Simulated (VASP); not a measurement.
Wanted: the native input for a VASP 6.6.1 run.

| Quantity | Value |
| --- | --- |
| Task | single point |
| Functional | PBE |
| Potentials or basis | VASP PAW PBE potentials, release 64 (In_d, P) |
| Cutoff | 520 eV |
| k mesh | 4 × 4 × 4 |
| Occupations | gaussian, width 0.1 eV |
| Spin | no spin polarisation |
| Dipole correction | no |
| Further INCAR settings | ALGO = Normal; EDIFF = 1e-06; NBANDS = 46 |

The structure of InP lies in POSCAR:

```
InP
1.0
    6.8394097800      0.0000000000      0.0000000000
    0.0000000000      6.8394097800      0.0000000000
    0.0000000000      0.0000000000      4.1048582400
In P
4 4
Direct
    0.6804985700      0.6804985700      0.0000000000
    0.1804985700      0.8195014300      0.5000000000
    0.8195014300      0.1804985700      0.5000000000
    0.3195014300      0.3195014300      0.0000000000
    0.8195014300      0.8195014300      0.5000000000
    0.1804985700      0.1804985700      0.5000000000
    0.6804985700      0.3195014300      0.0000000000
    0.3195014300      0.6804985700      0.0000000000
```

One way to write it, as run:

INCAR

```
ALGO     = Normal         # electronic algorithm
EDIFF    = 1E-6           # SCF threshold, eV
ENCUT    = 520            # plane-wave cutoff, eV
GGA      = PE             # functional
ISIF     = 2              # what is computed and relaxed
ISMEAR   = 0              # smearing method
LASPH    = T              # aspherical terms in the spheres
LCHARG   = F              # write CHGCAR
LREAL    = F              # projectors in reciprocal space
LWAVE    = F              # write WAVECAR
NBANDS   = 46             # bands
NELM     = 100            # most SCF steps
PREC     = Accurate       # precision mode
SIGMA    = 0.1            # smearing width, eV
```

KPOINTS

```
k-points
0
Gamma
  4 4 4
```

Potentials or basis: VASP PAW PBE potentials, release 64 (In_d, P).

Command:

```sh
$ cat potpaw_PBE.64/In_d/POTCAR potpaw_PBE.64/P/POTCAR > POTCAR
$ mpirun -np 1 vasp_std > vasp.out
```

Results of the run:

```json
{
 "Pressure": "11.6 GPa",
 "Largest force": "0.583 eV/Å",
 "Band gap on the k mesh": "1.21 eV, direct"
}
```

Caveat: spin-orbit coupling is left out, which moves the levels of the heavy elements.

It took 4.9 min on 1 thread of AMD EPYC 7R43 64-Core Processor (Zen 3), on a shared host, peak memory 0.31 GiB.
